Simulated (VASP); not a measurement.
Set up this calculation in VASP 6.6.1, as the native input.

| Quantity | Value |
| --- | --- |
| Task | single point |
| Functional | PBEsol |
| Potentials or basis | VASP PAW PBE potentials, release 64 (Fe, Si) |
| Cutoff | 520 eV |
| k mesh | 9 × 9 × 9 |
| Occupations | fermi-dirac, width 0.05 eV |
| Spin | collinear spin, ferromagnetic start |
| Starting moments | [2.25, 2.25, 2.25, 2.25, 0.0] μB |
| Fixed moment | 9 μB |
| Dipole correction | no |
| Further INCAR settings | ALGO = Normal; EDIFF = 1e-06; NBANDS = 30 |

The structure of Fe4Si lies in POSCAR:

```
Fe4Si
1.0
    0.0000000000      2.0276100000      9.4663410000
    1.5219040000      0.0000000000      9.4663410000
    1.5219040000      2.0276100000      0.0000000000
Fe Si
4 1
Direct
    0.5940690000      0.5940690000      0.4059310000
    0.1979710000      0.1979710000      0.8020290000
    0.8020290000      0.8020290000      0.1979710000
    0.4059310000      0.4059310000      0.5940690000
    0.0000000000      0.0000000000      0.0000000000
```

The input as run:

INCAR

```
SYSTEM = Fe4Si
PREC = Accurate
ENCUT = 520
EDIFF = 1E-6
ISMEAR = -1
SIGMA = 0.05
LREAL = .FALSE.
LASPH = .TRUE.
NELM = 150
ALGO = Normal
ISIF = 2
LWAVE = .FALSE.
LCHARG = .FALSE.
ISPIN = 2
MAGMOM = 2.25 2.25 2.25 2.25 0
LORBIT = 11
NUPDOWN = 9.0
LMAXMIX = 4
GGA = PS
NBANDS = 30
```

KPOINTS

```
Automatic mesh
0
G
  9 9 9
  0 0 0
```

Potentials or basis: VASP PAW PBE potentials, release 64 (Fe, Si).

Run with:

```sh
$ cat potpaw_PBE.64/Fe/POTCAR potpaw_PBE.64/Si/POTCAR > POTCAR
$ mpirun -np 1 vasp_std > vasp.out
```

It gave:

```
Pressure                                              : -8.2 GPa
Largest force                                         : 0.143 eV/Å
Net moment                                            : 9.00 μB per cell
Site moments                                          : Fe +1.98, +2.55 (each value once); Si -0.06 μB
Valence electrons inside the program's atomic spheres : Fe 7.36, 7.14 (each value once); Si 1.64
```

Caveat: the cell stands under tension; the PAW data sets were made with another functional, which shifts forces and pressure a little; the total moment is fixed, so each spin has its own Fermi level and the state may be an excited one.

Run time: 28 min on 1 thread of Intel Xeon 8259CL, with other jobs on the host, peak memory 0.59 GiB.
